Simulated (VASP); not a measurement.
Ir:

```
Ir
1.0
     0.00000    1.93047    1.93047
     1.93047    0.00000    1.93047
     1.93047    1.93047    0.00000
Ir
1
Direct
  0.00000 0.00000 0.00000
```

Base run:

```yaml
Program: VASP 6.6.1
Functional: BLYP
Dispersion: D4
Potentials_or_basis: VASP PAW PBE potentials, release 64 (Ir)
Cutoff: 520 eV
k_mesh: 12 × 12 × 12
Occupations: fermi-dirac, width 0.05 eV
Spin: no spin polarisation
```

Its results: pressure 3.0 GPa.

**Question.** The run is repeated on the same cell with these changes: potentials or basis from VASP PAW PBE potentials, release 64 (Ir) to VASP PAW PBE potentials, release 64 (Ir_sv_GW); cutoff from 520 eV to 500 eV; further incar settings from ALGO = Normal; EDIFF = 1e-06; NBANDS = 10 to ALGO = Normal; EDIFF = 1e-06; NBANDS = 14; valence electrons from 9 to 17. What comes out?

**Answer.** Pressure -1.4 GPa.

Caveats: the PAW data sets were made with another functional, which shifts forces and pressure a little; pairwise dispersion overbinds metals, which lowers pressure and volume.
